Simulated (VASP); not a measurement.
Set up this calculation in VASP 6.6.1, as the native input.

```yaml
Task: single point
Functional: PBEsol
Potentials_or_basis: VASP PAW PBE potentials, release 64 (Ba_sv, H)
Cutoff: 520 eV
k_mesh: 6 × 6 × 6
Occupations: gaussian, width 0.02 eV
Spin: no spin polarisation
Dipole_correction: no
Further_INCAR_settings: ALGO = Normal; EDIFF = 1e-07; NBANDS = 21
```

The structure of BaH2 lies in POSCAR:

```
BaH2
1.0
    4.4778803053      0.0000000000      0.0000000000
   -2.2389401527      3.8779580995      0.0000000000
    0.0000000000      0.0000000000      6.1129598588
Ba H
2 4
Direct
    0.6666666667      0.3333333333      0.7500000000
    0.3333333333      0.6666666667      0.2500000000
    0.3333333333      0.6666666667      0.7500000000
    0.6666666667      0.3333333333      0.2500000000
    0.0000000000      0.0000000000      0.5000000000
    0.0000000000      0.0000000000      0.0000000000
```

One way to write it, as run:

INCAR

```
PREC = Accurate
ENCUT = 520
EDIFF = 1E-7
ISMEAR = 0
SIGMA = 0.02
LREAL = False
LASPH = True
NELM = 60
ALGO = Normal
ISIF = 2
LWAVE = False
LCHARG = False
GGA = PS
NBANDS = 21
```

KPOINTS

```
regular mesh
0
Gamma
  6 6 6
```

Potentials or basis: VASP PAW PBE potentials, release 64 (Ba_sv, H).

The run is started by

```console
$ cat potpaw_PBE.64/Ba_sv/POTCAR potpaw_PBE.64/H/POTCAR > POTCAR
$ mpirun -np 1 vasp_std > vasp.out
```

It gave:

```yaml
Pressure: -2.2 GPa
Band_gap_on_the_k_mesh: 1.40 eV (least direct gap 2.54 eV)
```

Caveat: the PAW data sets were made with another functional, which shifts forces and pressure a little; spin-orbit coupling is left out, which moves the levels of the heavy elements.

It took 95 s on 1 thread of Intel(R) Xeon(R) Platinum 8375C CPU @ 2.90GHz (Ice Lake) (shared host), peak memory 0.25 GiB.
